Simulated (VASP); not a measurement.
# Si (Fd-3m) in VASP: notebook

Si is run at these levels: r2SCAN, PBE; tasks: single point.

Everything below comes from runs of VASP 6.6.1. Logs are shortened: lines on timing, memory, paths and dates and some standing lists are left out, and cuts for length are marked.

## (1) The cell of the first run

Symmetry: Fd-3m, No. 227, cubic system. Conventional cell: a = 5.382 Å, b = 5.382 Å, c = 5.382 Å, α = 90.00°, β = 90.00°, γ = 90.00°. Within 3.1 Å of Si (site symmetry -43m) lie 4 Si at 2.33 Å.

## (2) Single point, r2SCAN (functional r2SCAN, strained)

POSCAR reads:

```
Si
1.0
    0.0000000000      2.6908406871      2.6908406871
    2.6908406871      0.0000000000      2.6908406871
    2.6908406871      2.6908406871      0.0000000000
Si
2
Direct
    0.5000000000      0.5000000000      0.5000000000
    0.7500000000      0.7500000000      0.7500000000
```

INCAR.step1 reads:

```
  ALGO = Normal
  EDIFF = 1E-4
  ENCUT = 520
  GGA = PE
  ISMEAR = 0
  LASPH = T
  LCHARG = F
  LREAL = F
  LWAVE = T
  NBANDS = 11
  NELM = 60
  PREC = Accurate
  SIGMA = 0.02
```

INCAR.step2 reads:

```
  ALGO = Normal
  EDIFF = 1E-7
  ENCUT = 520
  ISIF = 2
  ISMEAR = 0
  ISTART = 1
  LASPH = T
  LCHARG = F
  LMIXTAU = T
  LREAL = F
  LWAVE = F
  METAGGA = R2SCAN
  NBANDS = 11
  NELM = 60
  PREC = Accurate
  SIGMA = 0.02
```

KPOINTS reads:

```
k-points
0
Gamma
  10 10 10
```

Potentials or basis: VASP PAW PBE potentials, release 64 (Si).

On the command line:

```
$ cat potpaw_PBE.64/Si/POTCAR > POTCAR
$ cp INCAR.step1 INCAR
$ mpirun -np 1 vasp_std > vasp.out
$ cp INCAR.step2 INCAR
$ mpirun -np 1 vasp_std > vasp.out
```

OUTCAR:

```text
EDIFF = 1E-7
   ENCUT = 520
   ISIF = 2
   ISMEAR = 0
   ISTART = 1
   LASPH = T
   LREAL = F
   METAGGA = R2SCAN
   NELM = 60
   PREC = Accurate

 ion  position               nearest neighbor table
   1  0.500  0.500  0.500-   2 2.33   2 2.33   2 2.33   2 2.33
   2  0.750  0.750  0.750-   1 2.33   1 2.33   1 2.33   1 2.33

  LATTYP: Found a face centered cubic cell.
 ALAT       =     5.3816813742

  Lattice vectors:

 A1 = (   0.0000000000,   2.6908406871,   2.6908406871)
 A2 = (   2.6908406871,   0.0000000000,   2.6908406871)
 A3 = (   2.6908406871,   2.6908406871,   0.0000000000)

Analysis of symmetry for initial positions (statically):
=====================================================================
 Subroutine PRICEL returns:
 Original cell was already a primitive cell.

 Routine SETGRP: Setting up the symmetry group for a
 face centered cubic supercell.

 Subroutine GETGRP returns: Found 48 space group operations
 (whereof 24 operations were pure point group operations)
 out of a pool of 48 trial point group operations.

The static configuration has the point symmetry T_d .
 The point group associated with its full space group is O_h .

Analysis of symmetry for dynamics (positions and initial velocities):
=====================================================================
 Subroutine PRICEL returns:
 Original cell was already a primitive cell.

 Routine SETGRP: Setting up the symmetry group for a
 face centered cubic supercell.

 Subroutine GETGRP returns: Found 48 space group operations
 (whereof 24 operations were pure point group operations)
 out of a pool of 48 trial point group operations.

The dynamic configuration has the point symmetry T_d .
 The point group associated with its full space group is O_h .

 Subroutine INISYM returns: Found 48 space group operations
 (whereof 24 operations are pure point group operations),
 and found     1 'primitive' translations

----------------------------------------------------------------------------------------

                                     Primitive cell

  volume of cell :      38.9667

  direct lattice vectors                    reciprocal lattice vectors
     0.000000000  2.690840687  2.690840687    -0.185815534  0.185815534  0.185815534
     2.690840687  0.000000000  2.690840687     0.185815534 -0.185815534  0.185815534
     2.690840687  2.690840687  0.000000000     0.185815534  0.185815534 -0.185815534

  length of vectors
     3.805423394  3.805423394  3.805423394     0.321841946  0.321841946  0.321841946

  position of ions in fractional coordinates (direct lattice)
[... 83 lines left out ...]
   IBRION =     -1    ionic relax: 0-MD 1-quasi-New 2-CG
   NFREE  =      0    steps in history (QN), initial steepest desc. (CG)
   ISIF   =      2    stress and relaxation
   ISYM   =      2    0-nonsym 1-usesym 2-fastsym
   POTIM  = 0.5000    time-step for ionic-motion
   TEBEG  =    0.0;   TEEND  =   0.0 temperature during run
   PSTRESS=    0.0 pullay stress
   NELECT =       8.0000    total number of electrons
   NUPDOWN=      -1.0000    fix difference up-down
   EMIN   =  10.00;   EMAX   =-10.00  energy-range for DOS
   EFERMI =   0.00;   METHOD = LEGACY
   ISMEAR =     0;   SIGMA  =   0.02  broadening in eV -4-tet -1-fermi 0-gaus
   EFERMI_NEDOS =   21; number of points for ismear=-14 and -15
   IALGO  =     38    algorithm
   IMIX   =      4    mixing-type and parameters
     AMIX     =   0.40;   BMIX     =  1.00
     AMIX_MAG =   1.60;   BMIX_MAG =  1.00
  volume/ion in A,a.u.               =      19.48       131.48
  Fermi-wavevector in a.u.,A,eV,Ry     =   0.965770  1.825040 12.690301  0.932711
  Thomas-Fermi vector in A             =   2.095514
   LORBIT       =      0    0 simple, 1 ext, 2 COOP (PROOUT), +10 PAW based schemes
   METAGGA = R2SCAN    functional components
   LHFCALC =     F    Hartree Fock is set to
   AEXX    =    0.0000 exact exchange contribution
   IVDW    =     0    specifies the selected vdW correction
   LEPSILON=     F    determine dielectric tensor
   LRPA    =     F    only Hartree local field effects (RPA)
 non-spin polarized calculation
 Gauss-broadening in eV      SIGMA  =   0.02
  energy-cutoff  :      520.00
  volume of cell :       38.97
 maximum number of plane-waves:      1067
   NGX = 15   NGY = 15   NGZ = 15

 number of electron       8.0000001 magnetization

 Free energy of the ion-electron system (eV)
  ---------------------------------------------------
  ext. energy  EPLUGINS =         0.00000000
  ---------------------------------------------------
  free energy    TOTEN  =       -17.53690218 eV

  energy without entropy =      -17.53690218  energy(sigma->0) =      -17.53690218

 E-fermi :   6.1072     XC(G=0):  -9.9642

 val. band max:        6.0186420993   @ k =   0.0000   0.0000   0.0000
 cond. band min:       6.7528390513   @ k =   0.4000   0.4000   0.0000
 fundamental gap:      0.7341969520
 Fermi energy:         6.1071503321

 k-point     1 :       0.0000    0.0000    0.0000
  band No.  band energies     occupation
      1      -6.7041      2.00000
      2       6.0186      2.00000
      3       6.0186      2.00000
      4       6.0186      2.00000
      5       8.7891      0.00000
      6       8.7891      0.00000
      7       8.7891      0.00000
      8      10.3480      0.00000
      9      14.1570      0.00000
     10      14.1570      0.00000
     11      14.8519      0.00000
[... 309 lines left out ...]
 k-point    24 :       0.4000    0.3000    0.0000
  band No.  band energies     occupation
      1      -4.3728      2.00000
      2       0.3535      2.00000
      3       2.9433      2.00000
      4       3.3824      2.00000
      5       7.2454      0.00000
      6       8.5066      0.00000
      7      13.6327      0.00000
      8      13.6747      0.00000
      9      17.1696      0.00000
     10      17.9845      0.00000
     11      19.2004      0.00000

 [... further k-points ...]
[... 5 lines left out ...]
  --------------------------------------------------------------------------------------
  -------------------------------------------------------------------------------------
  Total        0.8162920      0.8162920      0.8162920      0.0000000      0.0000000      0.0000000
  in kB       33.5631075     33.5631075     33.5631075      0.0000000      0.0000000      0.0000000
  external PRESSURE =      33.5631075 kB  Pullay stress =       0.0000000 kB

 VOLUME and BASIS-vectors are now :
 -----------------------------------------------------------------------------
  energy-cutoff  :      520.00
  volume of cell :       38.97
      direct lattice vectors                 reciprocal lattice vectors
     0.000000000  2.690840687  2.690840687    -0.185815534  0.185815534  0.185815534
     2.690840687  0.000000000  2.690840687     0.185815534 -0.185815534  0.185815534
     2.690840687  2.690840687  0.000000000     0.185815534  0.185815534 -0.185815534

 POSITION                                       TOTAL-FORCE (eV/Angst)
 -----------------------------------------------------------------------------------
      2.69084      2.69084      2.69084        -0.000000     -0.000000     -0.000000
      4.03626      4.03626      4.03626         0.000000      0.000000      0.000000
 -----------------------------------------------------------------------------------
    total drift:                                0.000000      0.000000     -0.000000

  FREE ENERGIE OF THE ION-ELECTRON SYSTEM (eV)
  ---------------------------------------------------
  free  energy   TOTEN  =       -17.5369021841 eV

  energy  without entropy=      -17.5369021841  energy(sigma->0) =      -17.53690218
```

OSZICAR.step1:

```text
N       E                     dE             d eps       ncg     rms          rms(c)
DAV:   1     0.965149642291E+01    0.96515E+01   -0.34911E+03  1034   0.604E+02
DAV:   2    -0.104256953772E+02   -0.20077E+02   -0.19105E+02  1367   0.892E+01
DAV:   3    -0.110139828645E+02   -0.58829E+00   -0.58662E+00  1320   0.135E+01
DAV:   4    -0.110185066648E+02   -0.45238E-02   -0.45233E-02  1219   0.151E+00
DAV:   5    -0.110185535607E+02   -0.46896E-04   -0.46895E-04  1341   0.145E-01    0.506E+00
DAV:   6    -0.108816727193E+02    0.13688E+00   -0.80055E-02  1160   0.116E+00    0.309E+00
DAV:   7    -0.108204565841E+02    0.61216E-01   -0.15045E-01  1168   0.170E+00    0.210E-01
DAV:   8    -0.108216833051E+02   -0.12267E-02   -0.63683E-03  1190   0.434E-01    0.836E-02
DAV:   9    -0.108218743806E+02   -0.19108E-03   -0.17929E-04  1277   0.837E-02    0.618E-02
DAV:  10    -0.108219005468E+02   -0.26166E-04   -0.22532E-05   721   0.276E-02
   1 F= -.10821901E+02 E0= -.10821901E+02  d E =-.317248E-18
```

It took 44 s on 1 thread of Intel Xeon Platinum 8375C at 2.90GHz (Ice Lake), shared host; peak memory 0.16 GiB.

Results:

```
Free energy            : -17.5369 eV
Pressure               : 3.4 GPa
Band gap on the k mesh : 0.73 eV, indirect (least direct gap 2.77 eV)
```

Caveat: the cell differs from its parent crystal (functional r2SCAN, strained); the PAW data sets were made with another functional, which shifts forces and pressure a little.

## (3) Single point, PBE

This run uses another cell than the first one, of 20.46 Å³/atom, 1.050 times its volume.

INCAR reads:

```
PREC = Accurate
ENCUT = 520
EDIFF = 1E-7
ISMEAR = 0
SIGMA = 0.05
LREAL = False
LASPH = True
NELM = 80
ALGO = Normal
ISIF = 2
LWAVE = False
LCHARG = True
GGA = PE
LELF = True
LVHAR = True
NBANDS = 11
```

KPOINTS reads:

```
regular mesh
0
Gamma
  10 10 10
```

POSCAR reads:

```
Si
1.0
    0.0000000000      2.7348811921      2.7348811921
    2.7348811921      0.0000000000      2.7348811921
    2.7348811921      2.7348811921      0.0000000000
Si
2
Direct
    0.5000000000      0.5000000000      0.5000000000
    0.7500000000      0.7500000000      0.7500000000
```

Potentials or basis: VASP PAW PBE potentials, release 64 (Si).

On the command line:

```
$ cat potpaw_PBE.64/Si/POTCAR > POTCAR
$ mpirun -np 1 vasp_std > vasp.out
```

Run time: 18 s. Hardware: 1 thread of Intel Xeon Platinum 8488C (Sapphire Rapids), shared host; peak memory 0.16 GiB.

Results (log left out):

* Free energy: -10.8492 eV
* Pressure: -0.1 GPa
* Band gap on the k mesh: 0.62 eV, indirect (least direct gap 2.56 eV)

Levels at points of the mesh, in eV from the valence-band top:
| k point | band 1 | band 2 | band 3 | band 4 | band 5 | band 6 | band 7 | band 8 |
| --- | --- | --- | --- | --- | --- | --- | --- | --- |
| (0.00, 0.00, 0.00) | -11.81 | 0.00 | 0.00 | 0.00 | 2.56 | 2.56 | 2.56 | 3.13 |
| (0.50, 0.00, 0.00) | -9.53 | -6.87 | -1.18 | -1.18 | 1.46 | 3.35 | 3.35 | 7.70 |
| (0.50, 0.50, 0.00) | -7.74 | -7.74 | -2.79 | -2.79 | 0.75 | 0.75 | 9.93 | 9.93 |

## (4) Single point, PBE

This run uses another cell than the first one: it holds 8 atoms, not 2.

INCAR reads:

```
PREC = Accurate
ENCUT = 520
EDIFF = 1E-6
ISMEAR = 0
SIGMA = 0.05
LREAL = F
LASPH = T
NELM = 60
ALGO = Normal
ISIF = 2
LWAVE = F
LCHARG = F
GGA = PE
NBANDS = 26
```

KPOINTS reads:

```
regular mesh
0
Gamma
  6 6 6
```

POSCAR reads:

```
Si
1.0
    5.4697623842      0.0000000000      0.0000000000
    0.0000000000     -5.4697623842      0.0000000000
    0.0000000000      0.0000000000     -5.4697623842
Si
8
Direct
    0.5000000000      0.0000000000      0.0000000000
    0.0000000000      0.5000000000      0.0000000000
    0.0000000000      0.0000000000      0.5000000000
    0.5000000000      0.5000000000      0.5000000000
    0.7500000000      0.7500000000      0.7500000000
    0.2500000000      0.2500000000      0.7500000000
    0.2500000000      0.7500000000      0.2500000000
    0.7500000000      0.2500000000      0.2500000000
```

Potentials or basis: VASP PAW PBE potentials, release 64 (Si).

On the command line:

```
$ cat potpaw_PBE.64/Si/POTCAR > POTCAR
$ mpirun -np 1 vasp_std > vasp.out
```

OUTCAR:

```text
PREC = Accurate
   ENCUT = 520
   EDIFF = 1E-6
   ISMEAR = 0
   LREAL = F
   LASPH = T
   NELM = 60
   ISIF = 2
   GGA = PE

 ion  position               nearest neighbor table
   1  0.500  0.000  0.000-   5 2.37   6 2.37   7 2.37   8 2.37
   2  0.000  0.500  0.000-   5 2.37   6 2.37   7 2.37   8 2.37
   3  0.000  0.000  0.500-   5 2.37   6 2.37   7 2.37   8 2.37
   4  0.500  0.500  0.500-   5 2.37   6 2.37   7 2.37   8 2.37
   5  0.750  0.750  0.750-   1 2.37   2 2.37   3 2.37   4 2.37
   6  0.250  0.250  0.750-   1 2.37   2 2.37   3 2.37   4 2.37
   7  0.250  0.750  0.250-   1 2.37   2 2.37   3 2.37   4 2.37
   8  0.750  0.250  0.250-   1 2.37   2 2.37   3 2.37   4 2.37

  LATTYP: Found a simple cubic cell.
 ALAT       =     5.4697623842

  Lattice vectors:

 A1 = (   5.4697623842,   0.0000000000,   0.0000000000)
 A2 = (   0.0000000000,  -5.4697623842,   0.0000000000)
 A3 = (   0.0000000000,   0.0000000000,  -5.4697623842)

Analysis of symmetry for initial positions (statically):
=====================================================================
 Subroutine PRICEL returns following result:

  LATTYP: Found a face centered cubic cell.
 ALAT       =     5.4697623842

  Lattice vectors:

 A1 = (   2.7348811921,   2.7348811921,   0.0000000000)
 A2 = (   2.7348811921,   0.0000000000,  -2.7348811921)
 A3 = (   0.0000000000,   2.7348811921,  -2.7348811921)

   4 primitive cells build up your supercell.

 Routine SETGRP: Setting up the symmetry group for a
 simple cubic supercell.

 Subroutine GETGRP returns: Found 48 space group operations
 (whereof 24 operations were pure point group operations)
 out of a pool of 48 trial point group operations.

The static configuration has the point symmetry T_d .
 The point group associated with its full space group is O_h .

Analysis of symmetry for dynamics (positions and initial velocities):
[... 139 lines left out ...]
  Fermi-wavevector in a.u.,A,eV,Ry     =   0.950218  1.795651 12.284882  0.902913
  Thomas-Fermi vector in A             =   2.078574
   LORBIT       =      0    0 simple, 1 ext, 2 COOP (PROOUT), +10 PAW based schemes
   GGA     = PE    functional components
   LHFCALC =     F    Hartree Fock is set to
   AEXX    =    0.0000 exact exchange contribution
   IVDW    =     0    specifies the selected vdW correction
   LEPSILON=     F    determine dielectric tensor
   LRPA    =     F    only Hartree local field effects (RPA)
 non-spin polarized calculation
 Gauss-broadening in eV      SIGMA  =   0.05
  energy-cutoff  :      520.00
  volume of cell :      163.65
 maximum number of plane-waves:      4436
 NGX is ok and might be reduce to    42

 number of electron      31.9999994 magnetization

 Free energy of the ion-electron system (eV)
  ---------------------------------------------------
  ext. energy  EPLUGINS =         0.00000000
  ---------------------------------------------------
  free energy    TOTEN  =       -43.39888705 eV

  energy without entropy =      -43.39888705  energy(sigma->0) =      -43.39888705

 E-fermi :   5.8708     XC(G=0):  -9.3253

 val. band max:        5.6101359616   @ k =   0.0000   0.0000   0.0000
 cond. band min:       6.2214351760   @ k =   0.1667   0.0000   0.0000
 fundamental gap:      0.6112992144
 Fermi energy:         5.8708448469

 k-point     1 :       0.0000    0.0000    0.0000
  band No.  band energies     occupation
      1      -6.2006      2.00000
      2      -2.1342      2.00000
      3      -2.1342      2.00000
      4      -2.1342      2.00000
      5      -2.1342      2.00000
      6      -2.1342      2.00000
[... 569 lines left out ...]
     25       8.9601      0.00000
     26       8.9601      0.00000

------------------------ aborting loop because EDIFF is reached ----------------------------------------

  FORCE on cell =-STRESS in cart. coord.  units (eV):
  Direction    XX          YY          ZZ          XY          YZ          ZX
  --------------------------------------------------------------------------------------
  -------------------------------------------------------------------------------------
  Total       -0.0533932     -0.0533932     -0.0533932      0.0000000      0.0000000      0.0000000
  in kB       -0.5227468     -0.5227468     -0.5227468      0.0000000      0.0000000      0.0000000
  external PRESSURE =      -0.5227468 kB  Pullay stress =       0.0000000 kB

 VOLUME and BASIS-vectors are now :
 -----------------------------------------------------------------------------
  energy-cutoff  :      520.00
  volume of cell :      163.65
      direct lattice vectors                 reciprocal lattice vectors
     5.469762384  0.000000000  0.000000000     0.182823298  0.000000000  0.000000000
     0.000000000 -5.469762384  0.000000000     0.000000000 -0.182823298  0.000000000
     0.000000000  0.000000000 -5.469762384     0.000000000  0.000000000 -0.182823298

 POSITION                                       TOTAL-FORCE (eV/Angst)
 -----------------------------------------------------------------------------------
      2.73488      0.00000      0.00000         0.000000      0.000000     -0.000000
      0.00000     -2.73488      0.00000        -0.000000      0.000000      0.000000
      0.00000      0.00000     -2.73488         0.000000      0.000000      0.000000
      2.73488     -2.73488     -2.73488        -0.000000     -0.000000     -0.000000
      4.10232     -4.10232     -4.10232         0.000000     -0.000000     -0.000000
      1.36744     -1.36744     -4.10232        -0.000000     -0.000000      0.000000
      1.36744     -4.10232     -1.36744         0.000000      0.000000     -0.000000
      4.10232     -1.36744     -1.36744        -0.000000     -0.000000     -0.000000
 -----------------------------------------------------------------------------------
    total drift:                               -0.000000     -0.000000      0.000000

  FREE ENERGIE OF THE ION-ELECTRON SYSTEM (eV)
  ---------------------------------------------------
  free  energy   TOTEN  =       -43.3988870484 eV

  energy  without entropy=      -43.3988870484  energy(sigma->0) =      -43.39888705
```

It took 53 s on 1 thread of Intel Xeon Platinum 8488C (Sapphire Rapids), shared host; peak memory 0.26 GiB.

What came out:

* Free energy: -43.3989 eV
* Pressure: -0.1 GPa
* Band gap on the k mesh: 0.61 eV

A k mesh can miss the band edges. PBE gaps usually lie below the measured ones, often by a third to a half.

## (5) Summary

| level | cell | k mesh | smearing | gap on the mesh (eV) | pressure (GPa) |
| --- | --- | --- | --- | --- | --- |
| r2SCAN | a = 3.805 Å, angles 60.0°, 2 atoms | 10 × 10 × 10 | gaussian 0.02 eV | 0.73 | 3.4 |
| PBE | a = 3.868 Å, angles 60.0°, 2 atoms | 10 × 10 × 10 | gaussian 0.05 eV | 0.62 | -0.1 |
| PBE | a = 5.470 Å, 8 atoms | 6 × 6 × 6 | gaussian 0.05 eV | 0.61 | -0.1 |

Alike in all rows: task single point; potentials or basis VASP PAW PBE potentials, release 64 (Si); no spin polarisation; cutoff (eV) 520.

Caveats: the PAW data sets were made with another functional, which shifts forces and pressure a little (some runs).

Absolute energies hang on the potentials; compare differences alone.
